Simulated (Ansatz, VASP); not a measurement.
## One calculation of TePb, two programs

```
Pb Te
1.0
     4.52528    0.00000    0.00000
    -2.26264    3.91901    0.00000
     0.00000    0.00000    7.87731
Pb Te
2 2
Cartesian
  0.0000 0.0000 0.0000
  0.0000 0.0000 3.9387
  0.0000 2.6127 1.9693
  2.2626 1.3063 5.9080
```

Alike in both runs: task single point; functional PBE; k mesh 6 × 6 × 4; occupations fermi-dirac, width 0.02 eV; no spin polarisation.

```csv
,VASP,Ansatz
version,VASP 6.6.1,Ansatz 0.2.0
potentials or method,"VASP PAW PBE potentials, release 64 (Pb_d, Te)","plane waves, PAW"
plane-wave cutoff (eV),520,420
valence electrons in the cell,40,60
```

```csv
,VASP,Ansatz,Ansatz less VASP
pressure (GPa),1.2,1.2,+0.04
"traceless stress, the component that is largest in VASP (GPa)",0.11,0.11,+0.001
```

The functional is the same, so the differences come from potentials, cutoffs and numerics. VASP's potentials hold 40 valence electrons a cell and Ansatz's 60, so a difference there can come from the potentials and not from the codes.

Spin-orbit coupling is off throughout.
